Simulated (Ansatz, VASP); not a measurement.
## ZnMo3: VASP beside Ansatz

```
Zn Mo
1.0
     3.87631    0.00000    0.00000
     0.00000    3.87631    0.00000
     0.00000    0.00000    3.87631
Zn Mo
1 3
Cartesian
  0.0000 0.0000 0.0000
  0.0000 1.9382 1.9382
  1.9382 0.0000 1.9382
  1.9382 1.9382 0.0000
```

Alike in both runs: task single point; functional PBE; k mesh 6 × 6 × 6; no spin polarisation.

|  | VASP | Ansatz |
| --- | --- | --- |
| version | VASP 6.6.1 | Ansatz 0.2.0 |
| potentials or method | VASP PAW PBE potentials, release 64 (Zn, Mo_sv), cutoff 520 eV | plane waves, PAW |
| occupations | methfessel-paxton of order 1, width 0.1 eV | methfessel-paxton of order 1 |
| valence electrons in the cell | 54 | 54 |

Ansatz gave:

| Property | Result |
| --- | --- |
| pressure (GPa) | 10.4 |

Q: Which values does VASP return?

A: Pressure (GPa): 11.1.
